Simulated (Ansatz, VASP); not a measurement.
# Two plane-wave programs on Cu

```
Cu
1.0
    -1.40672    1.40672    1.34168
     1.40672   -1.40672    1.34168
     1.40672    1.40672   -1.34168
Cu
1
Direct
  0.00000 0.00000 0.00000
```

Change from the starting cell: strain -0.025 along x and y, -0.025 along z, atoms carried along.

Alike in both runs: task single point; functional r2SCAN; k mesh 24 × 24 × 24; occupations gaussian, width 0.15 eV; no spin polarisation.

|  | VASP | Ansatz |
| --- | --- | --- |
| version | VASP 6.6.1 | Ansatz 0.2.0 |
| potentials or method | VASP PAW PBE potentials, release 64 (Cu), cutoff 520 eV | scalar-relativistic, plane waves, PAW |
| valence electrons in the cell | 11 | 19 |

|  | VASP | Ansatz | Ansatz less VASP |
| --- | --- | --- | --- |
| gap on the k mesh at the Fermi level (eV) | none | none | - |
| pressure (GPa) | 15.9 | 15.2 | -0.72 |
| traceless stress, the component that is largest in VASP (GPa) | 0.25 | 0.27 | +0.015 |

VASP's potentials were made for PBE, not for r2SCAN. A gap of «none» marks a metal or a gap that the smearing closes. VASP's potentials hold 11 valence electrons a cell and Ansatz's 19, so a difference there can come from the potentials and not from the codes.
